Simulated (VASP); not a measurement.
A run of VASP 6.6.1 is set up as follows.

The input INCAR:

```
PREC = Accurate
ENCUT = 520
EDIFF = 1E-7
ISMEAR = 0
SIGMA = 0.01
LREAL = False
LASPH = True
NELM = 100
ALGO = Normal
ISIF = 2
LWAVE = False
LCHARG = False
GGA = PS
NBANDS = 43
```

KPOINTS

```
regular mesh
0
Gamma
  15 15 8
```

File POSCAR:

```
Si2Mo
1.0
    4.5747399447      0.0000000000      0.0000000000
   -2.2873699723      3.9618410078      0.0000000000
    0.0000000000      0.0000000000      6.5669195758
Si Mo
6 3
Direct
    0.1641667986      0.8358332014      0.8333333333
    0.3283335973      0.1641667986      0.1666666667
    0.8358332014      0.6716664027      0.5000000000
    0.8358332014      0.1641667986      0.8333333333
    0.6716664027      0.8358332014      0.1666666667
    0.1641667986      0.3283335973      0.5000000000
    0.5000000000      0.0000000000      0.5000000000
    0.0000000000      0.5000000000      0.1666666667
    0.5000000000      0.5000000000      0.8333333333
```

Potentials or basis: VASP PAW PBE potentials, release 64 (Si, Mo_sv).

Run with:

```console
$ cat potpaw_PBE.64/Si/POTCAR potpaw_PBE.64/Mo_sv/POTCAR > POTCAR
$ mpirun -np 1 vasp_std > vasp.out
```

Question: Estimate the band gap on the k mesh.

Answer: 0.08 eV (least direct gap 0.55 eV).

Question: Estimate the pressure.

Answer: 0.3 GPa.

Caveat: the PAW data sets were made with another functional, which shifts forces and pressure a little. A k mesh can miss the band edges.
